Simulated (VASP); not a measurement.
Here is a VASP 6.6.1 calculation.

File INCAR:

```
SYSTEM = ZnS
ALGO = Normal
EDIFF = 1E-7
ENCUT = 520
GGA = PS
ISIF = 2
ISMEAR = 0
LASPH = .True.
LCHARG = .False.
LREAL = .False.
LWAVE = .False.
NBANDS = 26
NELM = 80
PREC = Accurate
SIGMA = 0.05
```

Contents of KPOINTS:

```
k-points
0
Gamma
  9 9 6
  0 0 0
```

POSCAR

```
ZnS
1.0
    3.6513426021      0.0000000000      0.0000000000
   -1.8256713011      3.1621554514      0.0000000000
    0.0000000000      0.0000000000      7.1916843892
Zn S
2 2
Direct
    0.3333333333      0.6666666667      0.0054424479
    0.6666666667      0.3333333333      0.5054424479
    0.3333333333      0.6666666667      0.3795575521
    0.6666666667      0.3333333333      0.8795575521
```

Potentials or basis: VASP PAW PBE potentials, release 64 (Zn, S).

Run with:

```sh
$ cat potpaw_PBE.64/Zn/POTCAR potpaw_PBE.64/S/POTCAR > POTCAR
$ mpirun -np 1 vasp_std > vasp.out
```

**Question.** Estimate the largest force.

**Answer.** 0.140 eV/Å.

**Question.** Predict the band gap on the k mesh.

**Answer.** 1.06 eV, direct.

**Question.** What does it give for the pressure?

**Answer.** -1.9 GPa.

Stress tensor (GPa, compression positive):
```
  3.48   0.00   0.00
  0.00   3.48   0.00
  0.00   0.00 -12.73
```

Caveat: the PAW data sets were made with another functional, which shifts forces and pressure a little. A k mesh can miss the band edges.
